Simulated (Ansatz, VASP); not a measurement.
# LaSb2Au: VASP beside Ansatz

```xyz
8
Lattice="4.4360 0.0000 0.0000 0.0000 4.4360 0.0000 0.0000 0.0000 10.4320" Properties=species:S:1:pos:R:3 pbc="T T T"
La    2.2180    0.0000    7.8569
La    0.0000    2.2180    2.5751
Sb    2.2180    0.0000    1.7672
Sb    0.0000    2.2180    8.6648
Sb    0.0000    0.0000    5.2160
Sb    2.2180    2.2180    5.2160
Au    0.0000    0.0000    0.0000
Au    2.2180    2.2180    0.0000
```

Alike in both runs: task single point; functional LDA; k mesh 6 × 6 × 3; no spin polarisation.

|  | VASP | Ansatz |
| --- | --- | --- |
| version | VASP 6.6.1 | Ansatz 0.2.0 |
| potentials or method | VASP PAW LDA potentials, release 64 (La, Sb, Au), cutoff 520 eV | plane waves, PAW |
| occupations | fermi-dirac, width 0.1 eV | fermi-dirac |
| valence electrons in the cell | 64 | 120 |

Ansatz gave:

- pressure (GPa): -2.6
- traceless stress, the component that is largest in VASP (GPa): -0.12

Problem. What did VASP give for the same quantities?

Solution. Pressure (GPa): -2.5; traceless stress, the component that is largest in VASP (GPa): -0.12.

LDA's correlation is that of Perdew and Zunger in VASP and of Perdew and Wang (1992) in Ansatz. VASP's potentials hold 64 valence electrons a cell and Ansatz's 120, so a difference there can come from the potentials and not from the codes.

Spin-orbit coupling is off throughout.
